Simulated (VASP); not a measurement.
# Hf (Im-3m) in VASP: notebook

Runs on Hf. Level: PBEsol. Tasks: electric field gradients.

Program: VASP 6.6.1. These are calculated values, not measurements. Logs are shortened: lines on timing, memory, paths and dates and some standing lists are left out, and cuts for length are marked.

### Step 1. The cell of the first run

The structure is cubic, space group Im-3m (No. 229). The conventional cell has a = 3.610 Å, b = 3.610 Å, c = 3.610 Å, α = 90.00°, β = 90.00°, γ = 90.00°. Hf (site symmetry m-3m) has 14 Hf at 3.13 to 3.61 Å within 4.1 Å.

### Step 2. Electric field gradients, PBEsol

INCAR

```
SYSTEM = Hf
ALGO = Normal ; EDIFF = 1E-8
ENCUT = 520 ; GGA = PS
ISIF = 2 ; ISMEAR = -1
LASPH = .TRUE. ; LCHARG = .FALSE.
LEFG = .TRUE. ; LREAL = .FALSE.
LWAVE = .FALSE. ; NBANDS = 11
NELM = 100 ; PREC = Accurate
SIGMA = 0.05
```

KPOINTS

```
k-points
0
G
  14 14 14
  0 0 0
```

POSCAR

```
Hf
1.0
   -1.8050000000      1.8050000000      1.8050000000
    1.8050000000     -1.8050000000      1.8050000000
    1.8050000000      1.8050000000     -1.8050000000
Hf
1
Direct
    0.0000000000      0.0000000000      0.0000000000
```

Potentials or basis: VASP PAW PBE potentials, release 64 (Hf_pv).

Run with:

```console
$ cat potpaw_PBE.64/Hf_pv/POTCAR > POTCAR
$ mpirun -np 1 vasp_std > vasp.out
```

OUTCAR:

```text
SYSTEM = Hf
   EDIFF = 1E-8
   ENCUT = 520
   GGA = PS
   ISIF = 2
   ISMEAR = -1
   LASPH = .TRUE.
   LREAL = .FALSE.
   NELM = 100
   PREC = Accurate

 ion  position               nearest neighbor table
   1  0.000  0.000  0.000-

  LATTYP: Found a body centered cubic cell.
 ALAT       =     3.6100000000

  Lattice vectors:

 A1 = (  -1.8050000000,   1.8050000000,   1.8050000000)
 A2 = (   1.8050000000,  -1.8050000000,   1.8050000000)
 A3 = (   1.8050000000,   1.8050000000,  -1.8050000000)

Analysis of symmetry for initial positions (statically):
=====================================================================
 Subroutine PRICEL returns:
 Original cell was already a primitive cell.

 Routine SETGRP: Setting up the symmetry group for a
 body centered cubic supercell.

 Subroutine GETGRP returns: Found 48 space group operations
 (whereof 48 operations were pure point group operations)
 out of a pool of 48 trial point group operations.

The static configuration has the point symmetry O_h .

Analysis of symmetry for dynamics (positions and initial velocities):
=====================================================================
 Subroutine PRICEL returns:
 Original cell was already a primitive cell.

 Routine SETGRP: Setting up the symmetry group for a
 body centered cubic supercell.

 Subroutine GETGRP returns: Found 48 space group operations
 (whereof 48 operations were pure point group operations)
 out of a pool of 48 trial point group operations.

The dynamic configuration has the point symmetry O_h .

 Subroutine INISYM returns: Found 48 space group operations
 (whereof 48 operations are pure point group operations),
 and found     1 'primitive' translations

----------------------------------------------------------------------------------------

                                     Primitive cell

  volume of cell :      23.5229

  direct lattice vectors                    reciprocal lattice vectors
    -1.805000000  1.805000000  1.805000000     0.000000000  0.277008310  0.277008310
     1.805000000 -1.805000000  1.805000000     0.277008310  0.000000000  0.277008310
     1.805000000  1.805000000 -1.805000000     0.277008310  0.277008310  0.000000000

  length of vectors
     3.126351708  3.126351708  3.126351708     0.391748909  0.391748909  0.391748909

[... 118 lines left out ...]
  ---------------------------------------------------
  ext. energy  EPLUGINS =         0.00000000
  ---------------------------------------------------
  free energy    TOTEN  =       -10.26966056 eV

  energy without entropy =      -10.25150524  energy(sigma->0) =      -10.26058290

 E-fermi :   4.0803     XC(G=0): -11.1644

 val. band max:        4.0799455345   @ k =   0.1429   0.1429   0.0714
 cond. band min:       4.0830098277   @ k =   0.3571   0.2143   0.0000
 fundamental gap:      0.0030642932
 Fermi energy:         4.0802771558

 k-point     1 :       0.0000    0.0000    0.0000
  band No.  band energies     occupation
      1     -25.8926      2.00000
      2     -25.8926      2.00000
      3     -25.8926      2.00000
      4      -2.7904      2.00000
      5       5.5541      0.00000
      6       5.5541      0.00000
      7       5.5541      0.00000
      8       8.2043      0.00000
      9       8.2043      0.00000
     10      17.1702      0.00000
     11      17.1702      0.00000
[... 309 lines left out ...]
 k-point    24 :       0.3571    0.2857    0.0000
  band No.  band energies     occupation
      1     -26.4239      2.00000
      2     -26.3178      2.00000
      3     -25.9789      2.00000
      4       2.4837      2.00000
      5       3.5008      1.99998
      6       3.7340      1.99804
      7       8.3167      0.00000
      8       8.7831      0.00000
      9      11.0688      0.00000
     10      13.5226      0.00000
     11      14.8949      0.00000

 [... further k-points ...]
[... 5 lines left out ...]
  --------------------------------------------------------------------------------------
  -------------------------------------------------------------------------------------
  Total       -1.3705882     -1.3705882     -1.3705882      0.0000000     -0.0000000      0.0000000
  in kB      -93.3525005    -93.3525005    -93.3525005      0.0000000     -0.0000000      0.0000000
  external PRESSURE =     -93.3525005 kB  Pullay stress =       0.0000000 kB

 VOLUME and BASIS-vectors are now :
 -----------------------------------------------------------------------------
  energy-cutoff  :      520.00
  volume of cell :       23.52
      direct lattice vectors                 reciprocal lattice vectors
    -1.805000000  1.805000000  1.805000000     0.000000000  0.277008310  0.277008310
     1.805000000 -1.805000000  1.805000000     0.277008310  0.000000000  0.277008310
     1.805000000  1.805000000 -1.805000000     0.277008310  0.277008310  0.000000000

 POSITION                                       TOTAL-FORCE (eV/Angst)
 -----------------------------------------------------------------------------------
      0.00000      0.00000      0.00000         0.000000      0.000000      0.000000
 -----------------------------------------------------------------------------------
    total drift:                                0.000000      0.000000     -0.000000

  FREE ENERGIE OF THE ION-ELECTRON SYSTEM (eV)
  ---------------------------------------------------
  free  energy   TOTEN  =       -10.2696605584 eV

  energy  without entropy=      -10.2515052406  energy(sigma->0) =      -10.26058290

 Electric field gradients (V/A^2)
---------------------------------------------------------------------
 ion       V_xx      V_yy      V_zz      V_xy      V_xz      V_yz
---------------------------------------------------------------------
   1       0.000    -0.000    -0.000    -0.000    -0.000    -0.000
---------------------------------------------------------------------

 Electric field gradients after diagonalization (V/A^2)
 (convention: |V_zz| > |V_xx| > |V_yy|)
----------------------------------------------------------------------
 ion       V_xx      V_yy      V_zz     asymmetry (V_yy - V_xx)/ V_zz
----------------------------------------------------------------------
   1       0.000     0.000    -0.000       0.000
----------------------------------------------------------------------

           NMR quadrupolar parameters

 Cq : quadrupolar parameter    Cq=e*Q*V_zz/h
 eta: asymmetry parameters     (V_yy - V_xx)/ V_zz
 Q  : nuclear electric quadrupole moment in mb (millibarn)
----------------------------------------------------------------------
 ion       Cq(MHz)       eta       Q (mb)
----------------------------------------------------------------------
   1      -0.000       0.000       1.000
----------------------------------------------------------------------
```

It took 15 s on 1 thread of Intel Xeon Platinum 8488C (Sapphire Rapids), shared host; peak memory 0.15 GiB.

Results:

```
Free energy            : -10.2697 eV
Pressure               : -9.3 GPa
Band gap on the k mesh : zero (band 5 reaches 5.55 eV, above the bottom of band 6 at 3.37 eV)
```

Caveat: without QUAD_EFG the Cq values of the log hold for a quadrupole moment of 1 mb, not for the nuclei; the PAW data sets were made with another functional, which shifts forces and pressure a little; spin-orbit coupling is left out, which moves the levels of the heavy elements.

### Step 3. Electric field gradients, PBEsol

INCAR

```
ALGO = Normal
EDIFF = 1E-8
ENCUT = 520
GGA = PS
ISIF = 2
ISMEAR = -1
LASPH = T
LCHARG = F
LEFG = T
LREAL = F
LWAVE = F
NBANDS = 11
NELM = 80
PREC = Accurate
SIGMA = 0.05
```

KPOINTS

```
k-points
0
Gamma
  14 14 14
```

POSCAR is that of step 2.

Potentials or basis: VASP PAW PBE potentials, release 64 (Hf_pv).

Run with:

```console
$ cat potpaw_PBE.64/Hf_pv/POTCAR > POTCAR
$ mpirun -np 1 vasp_std > vasp.out
```

OUTCAR:

```text
EDIFF = 1E-8
   ENCUT = 520
   GGA = PS
   ISIF = 2
   ISMEAR = -1
   LASPH = T
   LREAL = F
   NELM = 80
   PREC = Accurate

 ion  position               nearest neighbor table
   1  0.000  0.000  0.000-

  LATTYP: Found a body centered cubic cell.
 ALAT       =     3.6100000000

  Lattice vectors:

 A1 = (  -1.8050000000,   1.8050000000,   1.8050000000)
 A2 = (   1.8050000000,  -1.8050000000,   1.8050000000)
 A3 = (   1.8050000000,   1.8050000000,  -1.8050000000)

Analysis of symmetry for initial positions (statically):
=====================================================================
 Subroutine PRICEL returns:
 Original cell was already a primitive cell.

[... 518 lines left out ...]
  in kB      -93.3525005    -93.3525005    -93.3525005      0.0000000     -0.0000000      0.0000000
  external PRESSURE =     -93.3525005 kB  Pullay stress =       0.0000000 kB

 VOLUME and BASIS-vectors are now :
 -----------------------------------------------------------------------------
  energy-cutoff  :      520.00
  volume of cell :       23.52
      direct lattice vectors                 reciprocal lattice vectors
    -1.805000000  1.805000000  1.805000000     0.000000000  0.277008310  0.277008310
     1.805000000 -1.805000000  1.805000000     0.277008310  0.000000000  0.277008310
     1.805000000  1.805000000 -1.805000000     0.277008310  0.277008310  0.000000000

 POSITION                                       TOTAL-FORCE (eV/Angst)
 -----------------------------------------------------------------------------------
      0.00000      0.00000      0.00000         0.000000      0.000000      0.000000
 -----------------------------------------------------------------------------------
    total drift:                                0.000000      0.000000     -0.000000

  FREE ENERGIE OF THE ION-ELECTRON SYSTEM (eV)
  ---------------------------------------------------
  free  energy   TOTEN  =       -10.2696605584 eV

  energy  without entropy=      -10.2515052406  energy(sigma->0) =      -10.26058290

 Electric field gradients (V/A^2)
---------------------------------------------------------------------
 ion       V_xx      V_yy      V_zz      V_xy      V_xz      V_yz
---------------------------------------------------------------------
   1       0.000    -0.000    -0.000    -0.000    -0.000    -0.000
---------------------------------------------------------------------

 Electric field gradients after diagonalization (V/A^2)
 (convention: |V_zz| > |V_xx| > |V_yy|)
----------------------------------------------------------------------
 ion       V_xx      V_yy      V_zz     asymmetry (V_yy - V_xx)/ V_zz
----------------------------------------------------------------------
   1       0.000     0.000    -0.000       0.000
----------------------------------------------------------------------

           NMR quadrupolar parameters

 Cq : quadrupolar parameter    Cq=e*Q*V_zz/h
 eta: asymmetry parameters     (V_yy - V_xx)/ V_zz
 Q  : nuclear electric quadrupole moment in mb (millibarn)
----------------------------------------------------------------------
 ion       Cq(MHz)       eta       Q (mb)
----------------------------------------------------------------------
   1      -0.000       0.000       1.000
----------------------------------------------------------------------
```

OSZICAR:

```text
N       E                     dE             d eps       ncg     rms          rms(c)
DAV:   1     0.114881646524E+02    0.11488E+02   -0.57896E+03  2304   0.838E+02
DAV:   2    -0.102268118132E+02   -0.21715E+02   -0.21071E+02  2838   0.151E+02
DAV:   3    -0.106845624254E+02   -0.45775E+00   -0.45103E+00  2848   0.148E+01
DAV:   4    -0.106865616735E+02   -0.19992E-02   -0.19988E-02  2568   0.121E+00
DAV:   5    -0.106865751947E+02   -0.13521E-04   -0.13521E-04  2907   0.866E-02    0.440E+01
DAV:   6    -0.103723038471E+02    0.31427E+00   -0.27283E-01  2516   0.366E+00    0.253E+01
DAV:   7    -0.102741023276E+02    0.98202E-01   -0.34506E-01  2582   0.401E+00    0.111E+00
DAV:   8    -0.102696734276E+02    0.44289E-02   -0.23114E-02  2519   0.109E+00    0.162E-01
DAV:   9    -0.102696577953E+02    0.15632E-04   -0.33466E-04  2859   0.162E-01    0.500E-02
DAV:  10    -0.102696608991E+02   -0.31038E-05   -0.21513E-05  2781   0.344E-02    0.298E-02
DAV:  11    -0.102696606050E+02    0.29407E-06   -0.26702E-06  2728   0.121E-02    0.119E-03
DAV:  12    -0.102696605924E+02    0.12614E-07   -0.39686E-08  2723   0.182E-03    0.137E-03
DAV:  13    -0.102696605586E+02    0.33752E-07   -0.10948E-09  1595   0.284E-04    0.773E-05
DAV:  14    -0.102696605584E+02    0.21862E-09   -0.15758E-10  1426   0.113E-04
   1 F= -.10269661E+02 E0= -.10260583E+02  d E =-.181553E-01
```

It took 13 s on 1 thread of Intel Xeon Platinum 8488C (Sapphire Rapids), shared host; peak memory 0.15 GiB.

What came out:

| Item | Value |
| --- | --- |
| Free energy | -10.2697 eV |
| Pressure | -9.3 GPa |
| Band gap on the k mesh | zero (band 5 reaches 5.55 eV, above the bottom of band 6 at 3.37 eV) |

Caveat: without QUAD_EFG the Cq values of the log hold for a quadrupole moment of 1 mb, not for the nuclei; the PAW data sets were made with another functional, which shifts forces and pressure a little; spin-orbit coupling is left out, which moves the levels of the heavy elements.

### Step 4. Electric field gradients, PBEsol (volume scaled by 0.98)

INCAR

```
ALGO = Normal ; EDIFF = 1E-8
ENCUT = 520 ; GGA = PS
ISIF = 2 ; ISMEAR = -1
LASPH = T ; LCHARG = F
LEFG = T ; LREAL = F
LWAVE = F ; NBANDS = 11
NELM = 80 ; PREC = Accurate
SIGMA = 0.05
```

KPOINTS is that of step 3.

POSCAR

```
Hf
1.0
   -1.7928855410      1.7928855410      1.7928855410
    1.7928855410     -1.7928855410      1.7928855410
    1.7928855410      1.7928855410     -1.7928855410
Hf
1
Direct
    0.0000000000      0.0000000000      0.0000000000
```

Potentials or basis: VASP PAW PBE potentials, release 64 (Hf_pv).

Run with:

```console
$ cat potpaw_PBE.64/Hf_pv/POTCAR > POTCAR
$ mpirun -np 1 vasp_std > vasp.out
```

OUTCAR:

```text
EDIFF = 1E-8
   ENCUT = 520
   GGA = PS
   ISIF = 2
   ISMEAR = -1
   LASPH = T
   LREAL = F
   NELM = 80
   PREC = Accurate

 ion  position               nearest neighbor table
   1  0.000  0.000  0.000-

  LATTYP: Found a body centered cubic cell.
 ALAT       =     3.5857710820

  Lattice vectors:

 A1 = (  -1.7928855410,   1.7928855410,   1.7928855410)
 A2 = (   1.7928855410,  -1.7928855410,   1.7928855410)
 A3 = (   1.7928855410,   1.7928855410,  -1.7928855410)

Analysis of symmetry for initial positions (statically):
=====================================================================
 Subroutine PRICEL returns:
 Original cell was already a primitive cell.

[... 518 lines left out ...]
  in kB      -77.7961991    -77.7961991    -77.7961991     -0.0000000     -0.0000000     -0.0000000
  external PRESSURE =     -77.7961991 kB  Pullay stress =       0.0000000 kB

 VOLUME and BASIS-vectors are now :
 -----------------------------------------------------------------------------
  energy-cutoff  :      520.00
  volume of cell :       23.05
      direct lattice vectors                 reciprocal lattice vectors
    -1.792885541  1.792885541  1.792885541     0.000000000  0.278880045  0.278880045
     1.792885541 -1.792885541  1.792885541     0.278880045  0.000000000  0.278880045
     1.792885541  1.792885541 -1.792885541     0.278880045  0.278880045  0.000000000

 POSITION                                       TOTAL-FORCE (eV/Angst)
 -----------------------------------------------------------------------------------
      0.00000      0.00000      0.00000        -0.000000      0.000000     -0.000000
 -----------------------------------------------------------------------------------
    total drift:                               -0.000000      0.000000     -0.000000

  FREE ENERGIE OF THE ION-ELECTRON SYSTEM (eV)
  ---------------------------------------------------
  free  energy   TOTEN  =       -10.2947588452 eV

  energy  without entropy=      -10.2770244167  energy(sigma->0) =      -10.28589163

 Electric field gradients (V/A^2)
---------------------------------------------------------------------
 ion       V_xx      V_yy      V_zz      V_xy      V_xz      V_yz
---------------------------------------------------------------------
   1      -0.000     0.000     0.000    -0.000    -0.000    -0.000
---------------------------------------------------------------------

 Electric field gradients after diagonalization (V/A^2)
 (convention: |V_zz| > |V_xx| > |V_yy|)
----------------------------------------------------------------------
 ion       V_xx      V_yy      V_zz     asymmetry (V_yy - V_xx)/ V_zz
----------------------------------------------------------------------
   1       0.000     0.000    -0.001       0.000
----------------------------------------------------------------------

           NMR quadrupolar parameters

 Cq : quadrupolar parameter    Cq=e*Q*V_zz/h
 eta: asymmetry parameters     (V_yy - V_xx)/ V_zz
 Q  : nuclear electric quadrupole moment in mb (millibarn)
----------------------------------------------------------------------
 ion       Cq(MHz)       eta       Q (mb)
----------------------------------------------------------------------
   1      -0.000       0.000       1.000
----------------------------------------------------------------------
```

stdout:

```text
POSCAR found type information on POSCAR Hf
 POSCAR found :  1 types and       1 ions
 scaLAPACK will be used
 -----------------------------------------------------------------------------
|                                                                             |
|                                                                             |
|     You enforced a specific xc type in the INCAR file but a different       |
|     I HOPE YOU KNOW WHAT YOU ARE DOING!                                     |
|                                                                             |
 -----------------------------------------------------------------------------

 LDA part: xc-table for (Slater+PW92), standard interpolation
 POSCAR, INCAR and KPOINTS ok, starting setup
 FFT: planning ... GRIDC
 FFT: planning ... GRID_SOFT
 FFT: planning ... GRID
 WAVECAR not read
 entering main loop
ion   1
```

Wall time 13 s (1 thread of Intel Xeon Platinum 8488C (Sapphire Rapids), shared host); peak memory 0.15 GiB.

What came out:

- Free energy: -10.2948 eV
- Pressure: -7.8 GPa
- Band gap on the k mesh: zero (band 5 reaches 5.70 eV, above the bottom of band 6 at 3.49 eV)

Levels at points of the mesh, in eV from the Fermi level:
```
           k point  band 2  band 3  band 4  band 5  band 6  band 7  band 8  band 9
(0.00, 0.00, 0.00)  -29.89  -29.89   -6.93    1.50    1.50    1.50    4.20    4.20
(0.50, 0.00, 0.00)  -30.13  -29.89   -3.28   -0.45    1.00    4.01    4.99    7.36
(0.50, 0.50, 0.50)  -30.41  -30.41   -2.43   -2.43    6.57    6.57    6.57    7.00
```

Caveat: without QUAD_EFG the Cq values of the log hold for a quadrupole moment of 1 mb, not for the nuclei; the PAW data sets were made with another functional, which shifts forces and pressure a little; spin-orbit coupling is left out, which moves the levels of the heavy elements.

[end of part 1 of 2]
